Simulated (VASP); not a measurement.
Write the native input for VASP 6.6.1 that does the following.

```yaml
Task: G0W0 quasiparticle levels
Functional: PBE
Potentials_or_basis: VASP PAW PBE potentials, release 64 (F_GW)
Cutoff: 500 eV
k_mesh: 6 × 6 × 2
Occupations: gaussian, width 0.01 eV
Spin: no spin polarisation
Dipole_correction: no
GW_scheme: G0W0
GW_iterations: 1
Cutoff_of_the_response_function: 120
Frequency_points: 96
Empty_bands: 155
Further_INCAR_settings: ALGO = EVGW0; EDIFF = 1e-08; NBANDS = 169
```

Crystal: F.

```xyz
4
Lattice="2.4704 -1.6156 0.1165 2.4704 1.6156 0.1165 -0.2647 0.0000 6.5292" Properties=species:S:1:pos:R:3 pbc="T T T"
F     3.5448    0.5016    4.0689
F     0.9989    0.5016    5.9580
F     1.1313   -0.5016    2.6934
F     3.6772   -0.5016    0.8043
```

These files were run (other wordings do the same):

POSCAR

```
F
1.0
    2.4704060226     -1.6156446729      0.1165140155
    2.4704060226      1.6156446729      0.1165140155
   -0.2647424438      0.0000000000      6.5292187134
F
4
Direct
    0.5941752474      0.9046440903      0.5964352601
    0.0953559097      0.4058247526      0.9035647399
    0.4058247526      0.0953559097      0.4035647399
    0.9046440903      0.5941752474      0.0964352601
```

INCAR.step1

```
SYSTEM = F
  PREC = Accurate
  ENCUT = 500
  EDIFF = 1E-8
  ISMEAR = 0
  SIGMA = 0.01
  LREAL = .FALSE.
  LASPH = .TRUE.
  NELM = 100
  ALGO = Normal
  LWAVE = .TRUE.
  LCHARG = .FALSE.
  GGA = PE
```

INCAR.step2

```
SYSTEM = F
  PREC = Accurate
  ENCUT = 500
  EDIFF = 1E-8
  ISMEAR = 0
  SIGMA = 0.01
  LREAL = .FALSE.
  LASPH = .TRUE.
  NELM = 1
  ALGO = Exact
  LWAVE = .TRUE.
  LCHARG = .FALSE.
  GGA = PE
  NBANDS = 169
  LOPTICS = .TRUE.
  ISTART = 1
```

INCAR.step3

```
SYSTEM = F
  PREC = Accurate
  ENCUT = 500
  EDIFF = 1E-8
  ISMEAR = 0
  SIGMA = 0.01
  LREAL = .FALSE.
  LASPH = .TRUE.
  ALGO = EVGW0
  LWAVE = .FALSE.
  LCHARG = .FALSE.
  GGA = PE
  NELMGW = 1
  NBANDS = 169
  ENCUTGW = 120.0
  NOMEGA = 96
  PRECFOCK = Fast
  ISTART = 1
  NBANDSGW = 22
  OMEGAMAX = 20
```

KPOINTS

```
Automatic mesh
0
G
  6 6 2
  0 0 0
```

Potentials or basis: VASP PAW PBE potentials, release 64 (F_GW).

Run with:

```sh
$ cat potpaw_PBE.64/F_GW/POTCAR > POTCAR
$ cp INCAR.step1 INCAR
$ mpirun -np 1 vasp_std > vasp.out
$ cp INCAR.step2 INCAR
$ mpirun -np 1 vasp_std > vasp.out
$ cp INCAR.step3 INCAR
$ mpirun -np 1 vasp_std > vasp.out
```

Results of the run:

| Item | Value |
| --- | --- |
| Quasiparticle gap | 8.97 eV |
| Least direct quasiparticle gap | 8.97 eV |
| Band gap of the starting levels on the mesh | 2.91 eV |
| Least direct gap of the starting levels on the mesh | 2.91 eV |

Caveat: the k points lie up to 0.48 Å⁻¹ apart; bands, screening cutoff and mesh are small and nothing is extrapolated, so the quasiparticle values aren't converged.

Run time: 14 min on 1 thread of Intel(R) Xeon(R) Platinum 8375C CPU @ 2.90GHz (Ice Lake) (shared host), peak memory 1 GiB.
